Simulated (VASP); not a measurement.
A run of VASP 6.6.1:

Contents of INCAR:

```
SYSTEM = Ru2Rh
ALGO = Normal ; EDIFF = 1E-6
ENCUT = 620 ; GGA = PE
GGA_COMPAT = .False. ; ISIF = 2
ISMEAR = 0 ; LASPH = .True.
LCHARG = .True. ; LELF = .True.
LREAL = .False. ; LVHAR = .True.
LWAVE = .False. ; NBANDS = 32
NELM = 120 ; PREC = Accurate
SIGMA = 0.1
```

Contents of KPOINTS:

```
k-points
0
Gamma
  6 6 4
  0 0 0
```

File POSCAR:

```
Ru2Rh
1.0
    2.6359851800      0.0000000000      0.0000000000
    0.0000000000      2.6359851800      0.0000000000
    0.0000000000      0.0000000000      5.4386991000
Ru Rh
2 1
Direct
    0.5000000000      0.5000000000      0.2949999900
    0.5000000000      0.5000000000      0.7050000100
    0.0000000000      0.0000000000      0.0000000000
```

Potentials or basis: VASP PAW PBE potentials, release 64 (Ru_sv, Rh_sv_GW).

Command:

```console
$ cat potpaw_PBE.64/Ru_sv/POTCAR potpaw_PBE.64/Rh_sv_GW/POTCAR > POTCAR
$ mpirun -np 1 vasp_std > vasp.out
```

Hardware: 1 thread of Intel(R) Xeon(R) 6975P-C (Granite Rapids) (shared host).

Problem. Estimate the wall time of this run.

Solution. Wall time 28 s on 1 thread of Intel(R) Xeon(R) 6975P-C (Granite Rapids), with other jobs on the host, peak memory 0.21 GiB. Counts: scf iterations 16, k points 30.
